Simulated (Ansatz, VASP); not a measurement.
**One calculation of HC9, two programs**

```
C H
1.0
     7.39800    0.00000    0.00000
    -3.69900    6.40686    0.00000
     0.00000    0.00000   12.00000
C H
18 2
Direct
  0.00271 0.01357 0.07023
  0.22292 0.12367 0.07025
  0.00045 0.34625 0.07026
  0.22520 0.45863 0.07025
  0.00208 0.68186 0.07045
  0.22358 0.79261 0.07045
  0.33370 0.01289 0.07042
  0.55857 0.12532 0.07046
  0.33534 0.34851 0.07028
  0.55692 0.45930 0.07044
  0.33599 0.68018 0.07042
  0.55630 0.79034 0.07046
  0.66873 0.01519 0.07043
  0.89030 0.12597 0.07027
  0.66936 0.34688 0.07047
  0.88968 0.45703 0.07043
  0.66708 0.67959 0.07045
  0.89195 0.79203 0.07040
  0.05446 0.22094 0.32306
  0.16888 0.25666 0.32012
```

Alike in both runs: functional PBE; dispersion D3(BJ); k mesh 2 × 2 × 1; occupations fermi-dirac, width 0.02 eV; no spin polarisation.

Ansatz relaxed the structure, and its values are those at the end. VASP's run is a single point on that final structure, the one shown.

```csv
,VASP,Ansatz
version,VASP 6.6.1,Ansatz 0.2.0
potentials or method,"VASP PAW PBE potentials, release 64 (C, H), cutoff 520 eV","scalar-relativistic, plane waves, PAW"
valence electrons in the cell,74,74
```

VASP gave:

| Property | Result |
| --- | --- |
| rms of the force components (eV/Å) | 0.009 |

Q: Estimate Ansatz's values.

A: rms of the force components (eV/Å): 0.007.

The k mesh is coarse, so the values compare programs but aren't converged.
